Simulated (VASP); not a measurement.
# Ga (Cmcm) in VASP: further runs, part 2 of 3

VASP 6.6.1. Earlier steps stand in the parts before.

### Step 4. Single point, r2SCAN

This run uses another cell than the first one, of 19.81 Å³/atom, 1.019 times its volume.

The input, POSCAR:

```
Ga
1.0
    1.4784385925     -4.1447261231      0.0000000000
    1.4784385925      4.1447261231      0.0000000000
    0.0000000000      0.0000000000      3.2321726471
Ga
2
Direct
    0.1330000000      0.8670000000      0.7500000000
    0.8670000000      0.1330000000      0.2500000000
```

The input, INCAR.step1:

```
PREC = Accurate ; ENCUT = 520
ISMEAR = -1 ; SIGMA = 0.05
LREAL = F ; LASPH = T
NELM = 80 ; NBANDS = 20
GGA = PE ; ALGO = Normal
EDIFF = 1E-4 ; LWAVE = T
LCHARG = F
```

The input, INCAR.step2:

```
PREC = Accurate ; ENCUT = 520
EDIFF = 1E-6 ; ISMEAR = -1
SIGMA = 0.05 ; LREAL = F
LASPH = T ; NELM = 80
ALGO = Normal ; ISIF = 2
LWAVE = F ; LCHARG = T
METAGGA = R2SCAN ; LMIXTAU = T
LELF = T ; LVHAR = T
NBANDS = 20 ; ISTART = 1
```

The input, KPOINTS:

```
Automatic mesh
0
Gamma
  10 10 8
```

Potentials or basis: VASP PAW PBE potentials, release 64 (Ga_d).

The run is started by

```
> cat potpaw_PBE.64/Ga_d/POTCAR > POTCAR
> cp INCAR.step1 INCAR
> mpirun -np 1 vasp_std > vasp.out
> cp INCAR.step2 INCAR
> mpirun -np 1 vasp_std > vasp.out
```

OUTCAR:

```text
PREC = Accurate
   ENCUT = 520
   EDIFF = 1E-6
   ISMEAR = -1
   LREAL = F
   LASPH = T
   NELM = 80
   ISIF = 2
   METAGGA = R2SCAN
   ISTART = 1

 ion  position               nearest neighbor table
   1  0.133  0.867  0.750-   2 2.73   2 2.73
   2  0.867  0.133  0.250-   1 2.73   1 2.73

  LATTYP: Found a base centered orthorhombic cell.
 ALAT       =     2.9568771850
 B/A-ratio  =     2.8034482759
 C/A-ratio  =     1.0931034483

  Lattice vectors:

 A1 = (   1.4784385925,  -4.1447261231,   0.0000000000)
 A2 = (   1.4784385925,   4.1447261231,   0.0000000000)
 A3 = (   0.0000000000,   0.0000000000,   3.2321726471)

Analysis of symmetry for initial positions (statically):
=====================================================================
 Subroutine PRICEL returns:
 Original cell was already a primitive cell.

 Routine SETGRP: Setting up the symmetry group for a
 base centered orthorhombic supercell.

 Subroutine GETGRP returns: Found  8 space group operations
 (whereof  4 operations were pure point group operations)
 out of a pool of  8 trial point group operations.

The static configuration has the point symmetry C_2h.
 The point group associated with its full space group is D_2h.

Analysis of symmetry for dynamics (positions and initial velocities):
=====================================================================
 Subroutine PRICEL returns:
 Original cell was already a primitive cell.

 Routine SETGRP: Setting up the symmetry group for a
 base centered orthorhombic supercell.

 Subroutine GETGRP returns: Found  8 space group operations
 (whereof  4 operations were pure point group operations)
 out of a pool of  8 trial point group operations.

The dynamic configuration has the point symmetry C_2h.
 The point group associated with its full space group is D_2h.

 Subroutine INISYM returns: Found  8 space group operations
 (whereof  4 operations are pure point group operations),
 and found     1 'primitive' translations

----------------------------------------------------------------------------------------

                                     Primitive cell

  volume of cell :      39.6117

  direct lattice vectors                    reciprocal lattice vectors
     1.478438593 -4.144726123  0.000000000     0.338194635 -0.120635233  0.000000000
     1.478438593  4.144726123  0.000000000     0.338194635  0.120635233  0.000000000
     0.000000000  0.000000000  3.232172647     0.000000000  0.000000000  0.309389414

  length of vectors
     4.400515346  4.400515346  3.232172647     0.359066109  0.359066109  0.309389414

  position of ions in fractional coordinates (direct lattice)
     0.133000000  0.867000000  0.750000000
     0.867000000  0.133000000  0.250000000

  ion indices of the primitive-cell ions
   primitive index   ion index
                 1           1
                 2           2

----------------------------------------------------------------------------------------

 KPOINTS: Automatic mesh

Automatic generation of k-mesh.
 Grid dimensions read from file:
 generate k-points for:   10   10    8

 Generating k-lattice:

  Cartesian coordinates                     Fractional coordinates (reciprocal lattice)
     0.033819463 -0.012063523  0.000000000     0.100000000 -0.000000000  0.000000000
     0.033819463  0.012063523  0.000000000    -0.000000000  0.100000000  0.000000000
     0.000000000  0.000000000  0.038673677     0.000000000  0.000000000  0.125000000

  Length of vectors
     0.035906611  0.035906611  0.038673677

  Shift w.r.t. Gamma in fractional coordinates (k-lattice)
     0.000000000  0.000000000  0.000000000

 Subroutine IBZKPT returns following result:
 ===========================================

 Found    155 irreducible k-points:

 Following reciprocal coordinates:
            Coordinates               Weight
  0.000000  0.000000  0.000000      1.000000
  0.100000 -0.000000  0.000000      4.000000
  0.200000 -0.000000  0.000000      4.000000
  0.300000  0.000000  0.000000      4.000000
  0.400000  0.000000  0.000000      4.000000
  0.500000  0.000000  0.000000      2.000000
[... 16 lines left out ...]
  0.300000  0.300000  0.000000      2.000000
  0.400000  0.300000  0.000000      4.000000
 [... further k-points ...]
   k-points           NKPTS =    155   k-points in BZ     NKDIM =    155   number of bands    NBANDS=     20
   number of dos      NEDOS =    301   number of ions     NIONS =      2
   total plane-waves  NPLWV =  31104
   dimension x,y,z NGX =    36 NGY =   36 NGZ =   24
   dimension x,y,z NGXF=    72 NGYF=   72 NGZF=   48
   ions per type =               2
   NGX,Y,Z   is equivalent  to a cutoff of  13.60, 13.60, 12.34 a.u.
   NGXF,Y,Z  is equivalent  to a cutoff of  27.20, 27.20, 24.69 a.u.
 SYSTEM =  unknown system
   PREC   = accura    normal or accurate (medium, high low for compatibility)
   ISTART =      1    job   : 0-new  1-cont  2-samecut
   ICHARG =      0    charge: 1-file 2-atom 10-const
   ISPIN  =      1    spin polarized calculation?
   LNONCOLLINEAR =      F non collinear calculations
   LSORBIT =      F    spin-orbit coupling
   LASPH  =      T    aspherical Exc in radial PAW
   ENCUT  =  520.0 eV  38.22 Ry    6.18 a.u.   8.18  8.18  6.01*2*pi/ulx,y,z
   NELM   =     80;   NELMIN=  2; NELMDL=  0     # of ELM steps
   EDIFF  = 0.1E-05   stopping-criterion for ELM
   LREAL  =      F    real-space projection
   EDIFFG = 0.1E-04   stopping-criterion for IOM
   NSW    =      0    number of steps for IOM
   IBRION =     -1    ionic relax: 0-MD 1-quasi-New 2-CG
   NFREE  =      0    steps in history (QN), initial steepest desc. (CG)
   ISIF   =      2    stress and relaxation
   ISYM   =      2    0-nonsym 1-usesym 2-fastsym
   POTIM  = 0.5000    time-step for ionic-motion
   TEBEG  =    0.0;   TEEND  =   0.0 temperature during run
   PSTRESS=    0.0 pullay stress
   NELECT =      26.0000    total number of electrons
   NUPDOWN=      -1.0000    fix difference up-down
   EMIN   =  10.00;   EMAX   =-10.00  energy-range for DOS
   EFERMI =   0.00;   METHOD = LEGACY
   ISMEAR =    -1;   SIGMA  =   0.05  broadening in eV -4-tet -1-fermi 0-gaus
   EFERMI_NEDOS =   21; number of points for ismear=-14 and -15
   IALGO  =     38    algorithm
   IMIX   =      4    mixing-type and parameters
     AMIX     =   0.40;   BMIX     =  1.00
     AMIX_MAG =   1.60;   BMIX_MAG =  1.00
  volume/ion in A,a.u.               =      19.81       133.66
  Fermi-wavevector in a.u.,A,eV,Ry     =   1.422737  2.688584 27.540661  2.024181
  Thomas-Fermi vector in A             =   2.543409
   LORBIT       =      0    0 simple, 1 ext, 2 COOP (PROOUT), +10 PAW based schemes
   METAGGA = R2SCAN    functional components
   LHFCALC =     F    Hartree Fock is set to
   AEXX    =    0.0000 exact exchange contribution
   IVDW    =     0    specifies the selected vdW correction
   LEPSILON=     F    determine dielectric tensor
   LRPA    =     F    only Hartree local field effects (RPA)
 non-spin polarized calculation
  energy-cutoff  :      520.00
  volume of cell :       39.61
 maximum number of plane-waves:      1090
 NGX is ok and might be reduce to    36
   NGX = 17   NGY = 17   NGZ = 13

 number of electron      26.0000016 magnetization

 Free energy of the ion-electron system (eV)
  ---------------------------------------------------
  ext. energy  EPLUGINS =         0.00000000
  ---------------------------------------------------
  free energy    TOTEN  =       -22.67754999 eV

  energy without entropy =      -22.67456882  energy(sigma->0) =      -22.67605941

 E-fermi :   4.9310     XC(G=0): -11.7817

 val. band max:        4.8283854312   @ k =   0.5000   0.0000   0.1250
 cond. band min:       4.9421488219   @ k =   0.2000   0.1000   0.1250
 fundamental gap:      0.1137633907
 Fermi energy:         4.9309899191

 k-point     1 :       0.0000    0.0000    0.0000
  band No.  band energies     occupation
      1     -10.6391      2.00000
      2     -10.6192      2.00000
      3     -10.5595      2.00000
      4     -10.5405      2.00000
      5     -10.3687      2.00000
      6     -10.3594      2.00000
[... 12 lines left out ...]
     19      16.3649      0.00000
     20      17.1171      0.00000

 k-point     2 :       0.1000   -0.0000    0.0000
  band No.  band energies     occupation
      1     -10.6295      2.00000
      2     -10.6135      2.00000
      3     -10.5522      2.00000
      4     -10.5096      2.00000
      5     -10.3792      2.00000
      6     -10.3704      2.00000
[... 498 lines left out ...]
 k-point    24 :       0.4000    0.3000    0.0000
  band No.  band energies     occupation
      1     -10.5681      2.00000
      2     -10.5338      2.00000
      3     -10.5029      2.00000
      4     -10.4679      2.00000
      5     -10.4205      2.00000
      6     -10.4095      2.00000
[... 12 lines left out ...]
     19      15.1230      0.00000
     20      16.9201      0.00000

 [... further k-points ...]
[... 5 lines left out ...]
  --------------------------------------------------------------------------------------
  -------------------------------------------------------------------------------------
  Total       -1.2708417     -1.1825411     -0.7261185      0.0000000      0.0000000      0.0000000
  in kB      -51.4018034    -47.8303050    -29.3693539      0.0000000      0.0000000      0.0000000
  external PRESSURE =     -42.8671541 kB  Pullay stress =       0.0000000 kB

 VOLUME and BASIS-vectors are now :
 -----------------------------------------------------------------------------
  energy-cutoff  :      520.00
  volume of cell :       39.61
      direct lattice vectors                 reciprocal lattice vectors
     1.478438593 -4.144726123  0.000000000     0.338194635 -0.120635233  0.000000000
     1.478438593  4.144726123  0.000000000     0.338194635  0.120635233  0.000000000
     0.000000000  0.000000000  3.232172647     0.000000000  0.000000000  0.309389414

 POSITION                                       TOTAL-FORCE (eV/Angst)
 -----------------------------------------------------------------------------------
      1.47844      3.04223      2.42413         0.000000     -0.218478      0.000000
      1.47844     -3.04223      0.80804         0.000000      0.218478     -0.000000
 -----------------------------------------------------------------------------------
    total drift:                                0.000000     -0.000000     -0.000000

  FREE ENERGIE OF THE ION-ELECTRON SYSTEM (eV)
  ---------------------------------------------------
  free  energy   TOTEN  =       -22.6775499891 eV

  energy  without entropy=      -22.6745688235  energy(sigma->0) =      -22.67605941
```

OSZICAR.step1:

```text
N       E                     dE             d eps       ncg     rms          rms(c)
DAV:   1     0.131482702875E+03    0.13148E+03   -0.13256E+04  6472   0.242E+03
DAV:   2     0.581848957835E+01   -0.12566E+03   -0.12278E+03  6340   0.384E+02
DAV:   3    -0.565488741616E+01   -0.11473E+02   -0.11407E+02  7056   0.946E+01
DAV:   4    -0.583153336348E+01   -0.17665E+00   -0.17655E+00  7180   0.130E+01
DAV:   5    -0.583443900501E+01   -0.29056E-02   -0.29055E-02  7092   0.164E+00    0.129E+00
DAV:   6    -0.579560869512E+01    0.38830E-01   -0.77379E-02  8344   0.444E+00    0.680E-01
DAV:   7    -0.578774577380E+01    0.78629E-02   -0.16718E-02  8844   0.172E+00    0.186E-01
DAV:   8    -0.578695709337E+01    0.78868E-03   -0.22208E-03  6600   0.643E-01    0.194E-02
DAV:   9    -0.578697651032E+01   -0.19417E-04   -0.90752E-05  5072   0.109E-01
   1 F= -.57869765E+01 E0= -.57848997E+01  d E =-.415368E-02
```

It took 2.5 min on 1 thread of Intel Xeon 6975P-C (Granite Rapids), shared host; peak memory 0.24 GiB.

Results:

```
Free energy            : -22.6775 eV
Pressure               : -4.3 GPa
Largest force          : 0.218 eV/Å
Band gap on the k mesh : zero (band 13 reaches 10.18 eV, above the bottom of band 14 at 0.84 eV)
```

Forces in eV/Å, atoms in the order of the input:
```
Ga   0.000 -0.218  0.000
Ga   0.000  0.218  0.000
```

Stress tensor (GPa, compression positive):
```
-5.14  0.00  0.00
 0.00 -4.78  0.00
 0.00  0.00 -2.94
```

Caveat: the PAW data sets were made with another functional, which shifts forces and pressure a little.

### Step 5. Single point, r2SCAN

This run uses another cell than the first one, of 17.56 Å³/atom, 0.904 times its volume.

The input, POSCAR:

```
Ga
1.0
    1.4203998576     -3.9820175319      0.0000000000
    1.4203998576      3.9820175319      0.0000000000
    0.0000000000      0.0000000000      3.1052879646
Ga
2
Direct
    0.1330000000      0.8670000000      0.7500000000
    0.8670000000      0.1330000000      0.2500000000
```

The input, INCAR.step1:

```
ALGO = Normal
EDIFF = 1E-4
ENCUT = 520
GGA = PE
ISMEAR = -1
LASPH = True
LCHARG = False
LREAL = False
LWAVE = True
NBANDS = 20
NELM = 80
PREC = Accurate
SIGMA = 0.05
```

The input, INCAR.step2:

```
ALGO = Normal
EDIFF = 1E-6
ENCUT = 520
ISIF = 2
ISMEAR = -1
ISTART = 1
LASPH = True
LCHARG = True
LELF = True
LMIXTAU = True
LREAL = False
LVHAR = True
LWAVE = False
METAGGA = R2SCAN
NBANDS = 20
NELM = 80
PREC = Accurate
SIGMA = 0.05
```

The input, KPOINTS:

```
k-points
0
Gamma
  10 10 8
```

The run is started by

```
> cat potpaw_PBE.64/Ga_d/POTCAR > POTCAR
> cp INCAR.step1 INCAR
> mpirun -np 1 vasp_std > vasp.out
> cp INCAR.step2 INCAR
> mpirun -np 1 vasp_std > vasp.out
```

It took 1.7 min on 1 thread of Intel Xeon 6975P-C (Granite Rapids), shared host; peak memory 0.23 GiB.

The run converged. Its results:

| Property | Result |
| --- | --- |
| Free energy | -22.7180 eV |
| Pressure | 2.2 GPa |
| Largest force | 0.274 eV/Å |
| Band gap on the k mesh | zero (band 13 reaches 11.75 eV, above the bottom of band 14 at 1.39 eV) |

Forces on the atoms (eV/Å):
```
Ga   0.000 -0.274  0.000
Ga   0.000  0.274  0.000
```

Stress tensor (GPa, compression positive):
```
-0.15  0.00  0.00
 0.00  2.53  0.00
 0.00  0.00  4.14
```

Levels at points of the mesh, in eV from the Fermi level:
```tsv
k point	band 10	band 11	band 12	band 13	band 14	band 15	band 16	band 17
(0.00, 0.00, 0.00)	-15.32	-12.42	-2.78	-1.42	3.03	7.09	8.56	9.54
(0.50, 0.00, 0.00)	-15.38	-7.31	-6.07	-2.21	-0.31	7.14	7.36	9.87
(0.50, 0.50, 0.00)	-15.39	-10.21	-9.45	5.50	6.26	6.35	7.88	7.97
(0.00, 0.00, 0.50)	-15.41	-8.17	-8.17	1.83	1.83	2.83	2.83	11.43
(0.50, 0.00, 0.50)	-15.38	-3.34	-3.34	-1.80	-1.80	1.88	1.88	4.63
(0.50, 0.50, 0.50)	-15.47	-6.05	-6.05	-4.85	-4.85	10.53	10.53	12.62
```

Caveat: the PAW data sets were made with another functional, which shifts forces and pressure a little.

(Part 2 of 3 ends here.)
